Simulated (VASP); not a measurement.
# HgS2 (I4/mmm) in VASP: single point with PBE

Aim: the single point of HgS2 with PBE.

All numbers are computed with VASP 6.6.1; they aren't measurements. Logs are shortened: lines on timing, memory, paths and dates and some standing lists are left out, and cuts for length are marked.

### Step 1. The cell of the first run

It takes space group I4/mmm (No. 139, tetragonal). Conventional cell: a = 3.852 Å, b = 3.852 Å, c = 9.571 Å, α = 90.00°, β = 90.00°, γ = 90.00°. Within 3.9 Å of Hg (site symmetry 4/mmm) lie 10 S at 2.93 to 3.72 Å and 4 Hg at 3.85 Å. Within 2.8 Å of S (site symmetry 4mm) lie 1 S at 2.14 Å.

### Step 2. Single point, PBE

INCAR

```
PREC = Accurate
ENCUT = 550
EDIFF = 1E-6
ISMEAR = 0
SIGMA = 0.1
LREAL = F
LASPH = T
NELM = 120
ALGO = Normal
ISIF = 2
LWAVE = F
LCHARG = F
GGA = PE
NBANDS = 23
GGA_COMPAT = F
```

KPOINTS

```
Automatic mesh
0
Gamma
  6 6 6
```

POSCAR

```
HgS2
1.0
   -1.9258600595      1.9258600595      4.7854131482
    1.9258600595     -1.9258600595      4.7854131482
    1.9258600595      1.9258600595     -4.7854131482
Hg S
1 2
Direct
    0.0000000000      0.0000000000      0.0000000000
    0.6115560724      0.6115560724      0.0000000000
    0.3884439276      0.3884439276      0.0000000000
```

Potentials or basis: VASP PAW PBE potentials, release 64 (Hg_sv_GW, S).

The run is started by

```bash
> cat potpaw_PBE.64/Hg_sv_GW/POTCAR potpaw_PBE.64/S/POTCAR > POTCAR
> mpirun -np 1 vasp_std > vasp.out
```

OUTCAR:

```text
PREC = Accurate
   ENCUT = 550
   EDIFF = 1E-6
   ISMEAR = 0
   LREAL = F
   LASPH = T
   NELM = 120
   ISIF = 2
   GGA = PE

 ion  position               nearest neighbor table
   1  0.000  0.000  0.000-   2 2.93   2 2.93   2 2.93   3 2.93   2 2.93   3 2.93   3 2.93   3 2.93

   2  0.612  0.612  0.000-   3 2.14   1 2.93   1 2.93   1 2.93   1 2.93
   3  0.388  0.388  0.000-   2 2.14   1 2.93   1 2.93   1 2.93   1 2.93

  LATTYP: Found a body centered tetragonal cell.
 ALAT       =     3.8517201190
 C/A-ratio  =     2.4848187305

  Lattice vectors:

 A1 = (  -1.9258600595,   1.9258600595,   4.7854131482)
 A2 = (   1.9258600595,  -1.9258600595,   4.7854131482)
 A3 = (   1.9258600595,   1.9258600595,  -4.7854131482)

Analysis of symmetry for initial positions (statically):
=====================================================================
 Subroutine PRICEL returns:
 Original cell was already a primitive cell.

 Routine SETGRP: Setting up the symmetry group for a
 body centered tetragonal supercell.

 Subroutine GETGRP returns: Found 16 space group operations
 (whereof 16 operations were pure point group operations)
 out of a pool of 16 trial point group operations.

The static configuration has the point symmetry D_4h.

Analysis of symmetry for dynamics (positions and initial velocities):
=====================================================================
 Subroutine PRICEL returns:
 Original cell was already a primitive cell.

 Routine SETGRP: Setting up the symmetry group for a
 body centered tetragonal supercell.

 Subroutine GETGRP returns: Found 16 space group operations
 (whereof 16 operations were pure point group operations)
 out of a pool of 16 trial point group operations.

The dynamic configuration has the point symmetry D_4h.

 Subroutine INISYM returns: Found 16 space group operations
 (whereof 16 operations are pure point group operations),
 and found     1 'primitive' translations

----------------------------------------------------------------------------------------

                                     Primitive cell

  volume of cell :      70.9952

  direct lattice vectors                    reciprocal lattice vectors
    -1.925860059  1.925860059  4.785413148     0.000000000  0.259624264  0.104484187
     1.925860059 -1.925860059  4.785413148     0.259624264  0.000000000  0.104484187
     1.925860059  1.925860059 -4.785413148     0.259624264  0.259624264  0.000000000

  length of vectors
     5.506183155  5.506183155  5.506183155     0.279860150  0.279860150  0.367164155

  position of ions in fractional coordinates (direct lattice)
[... 76 lines left out ...]
   LNONCOLLINEAR =      F non collinear calculations
   LSORBIT =      F    spin-orbit coupling
   LASPH  =      T    aspherical Exc in radial PAW
   ENCUT  =  550.0 eV  40.42 Ry    6.36 a.u.  10.53 10.53 10.53*2*pi/ulx,y,z
   NELM   =    120;   NELMIN=  2; NELMDL= -5     # of ELM steps
   EDIFF  = 0.1E-05   stopping-criterion for ELM
   LREAL  =      F    real-space projection
   EDIFFG = 0.1E-04   stopping-criterion for IOM
   NSW    =      0    number of steps for IOM
   IBRION =     -1    ionic relax: 0-MD 1-quasi-New 2-CG
   NFREE  =      0    steps in history (QN), initial steepest desc. (CG)
   ISIF   =      2    stress and relaxation
   ISYM   =      2    0-nonsym 1-usesym 2-fastsym
   POTIM  = 0.5000    time-step for ionic-motion
   TEBEG  =    0.0;   TEEND  =   0.0 temperature during run
   PSTRESS=    0.0 pullay stress
   NELECT =      32.0000    total number of electrons
   NUPDOWN=      -1.0000    fix difference up-down
   EMIN   =  10.00;   EMAX   =-10.00  energy-range for DOS
   EFERMI =   0.00;   METHOD = LEGACY
   ISMEAR =     0;   SIGMA  =   0.10  broadening in eV -4-tet -1-fermi 0-gaus
   EFERMI_NEDOS =   21; number of points for ismear=-14 and -15
   IALGO  =     38    algorithm
   IMIX   =      4    mixing-type and parameters
     AMIX     =   0.40;   BMIX     =  1.00
     AMIX_MAG =   1.60;   BMIX_MAG =  1.00
  volume/ion in A,a.u.               =      23.67       159.70
  Fermi-wavevector in a.u.,A,eV,Ry     =   1.255207  2.371996 21.436570  1.575543
  Thomas-Fermi vector in A             =   2.388974
   LORBIT       =      0    0 simple, 1 ext, 2 COOP (PROOUT), +10 PAW based schemes
   GGA     = PE    functional components
   LHFCALC =     F    Hartree Fock is set to
   AEXX    =    0.0000 exact exchange contribution
   IVDW    =     0    specifies the selected vdW correction
   LEPSILON=     F    determine dielectric tensor
   LRPA    =     F    only Hartree local field effects (RPA)
 non-spin polarized calculation
 Gauss-broadening in eV      SIGMA  =   0.10
  energy-cutoff  :      550.00
  volume of cell :       71.00
 maximum number of plane-waves:      2110
   NGX = 21   NGY = 21   NGZ = 21

 number of electron      31.9999996 magnetization

 Free energy of the ion-electron system (eV)
  ---------------------------------------------------
  ext. energy  EPLUGINS =         0.00000000
  ---------------------------------------------------
  free energy    TOTEN  =        -7.02202139 eV

  energy without entropy =       -7.00489332  energy(sigma->0) =       -7.01345736

 E-fermi :   3.7741     XC(G=0):  -9.6624

 val. band max:        3.7416731901   @ k =   0.1667   0.1667   0.1667
 cond. band min:       3.7952821816   @ k =   0.5000   0.5000   0.1667
 fundamental gap:      0.0536089916
 Fermi energy:         3.7740621900

 k-point     1 :       0.0000    0.0000    0.0000
  band No.  band energies     occupation
      1    -110.4430      2.00000
      2     -58.8231      2.00000
      3     -58.8231      2.00000
      4     -58.7746      2.00000
      5     -11.2612      2.00000
      6      -6.7443      2.00000
[... 613 lines left out ...]
     22      12.2006      0.00000
     23      13.4812      0.00000

 [... further k-points ...]
[... 5 lines left out ...]
  --------------------------------------------------------------------------------------
  -------------------------------------------------------------------------------------
  Total       -0.1476406     -0.1476406     -0.2507190      0.0000000      0.0000000      0.0000000
  in kB       -3.3318664     -3.3318664     -5.6580781      0.0000000      0.0000000      0.0000000
  external PRESSURE =      -4.1072703 kB  Pullay stress =       0.0000000 kB

 VOLUME and BASIS-vectors are now :
 -----------------------------------------------------------------------------
  energy-cutoff  :      550.00
  volume of cell :       71.00
      direct lattice vectors                 reciprocal lattice vectors
    -1.925860059  1.925860059  4.785413148     0.000000000  0.259624264  0.104484187
     1.925860059 -1.925860059  4.785413148     0.259624264  0.000000000  0.104484187
     1.925860059  1.925860059 -4.785413148     0.259624264  0.259624264  0.000000000

 POSITION                                       TOTAL-FORCE (eV/Angst)
 -----------------------------------------------------------------------------------
      0.00000      0.00000      0.00000         0.000000      0.000000     -0.000000
      0.00000      0.00000      5.85310        -0.000000     -0.000000     -0.114632
      0.00000      0.00000      3.71773         0.000000      0.000000      0.114632
 -----------------------------------------------------------------------------------
    total drift:                               -0.000000      0.000000      0.000000

  FREE ENERGIE OF THE ION-ELECTRON SYSTEM (eV)
  ---------------------------------------------------
  free  energy   TOTEN  =        -7.0220213892 eV

  energy  without entropy=       -7.0048933210  energy(sigma->0) =       -7.01345736
```

stdout:

```text
POSCAR found type information on POSCAR HgS
 POSCAR found :  2 types and       3 ions
 scaLAPACK will be used
 LDA part: xc-table for (Slater+PW92), standard interpolation
 POSCAR, INCAR and KPOINTS ok, starting setup
 FFT: planning ... GRIDC
 FFT: planning ... GRID_SOFT
 FFT: planning ... GRID
 WAVECAR not read
 entering main loop
```

Run time: 68 s. Hardware: 1 thread of Intel Xeon Platinum 8488C (Sapphire Rapids), shared host; peak memory 0.29 GiB.

Results:

```yaml
Free_energy: -7.0220 eV
Pressure: -0.4 GPa
Largest_force: 0.115 eV/Å
Band_gap_on_the_k_mesh: zero (bands 16 and 17 overlap by 0.94 eV)
```

Forces on the atoms (eV/Å):
```
Hg   0.000  0.000  0.000
S    0.000  0.000 -0.115
S    0.000  0.000  0.115
```

Caveat: spin-orbit coupling is left out, which moves the levels of the heavy elements.

The gap in the log of VASP goes by the Fermi energy; the results here count the filled bands.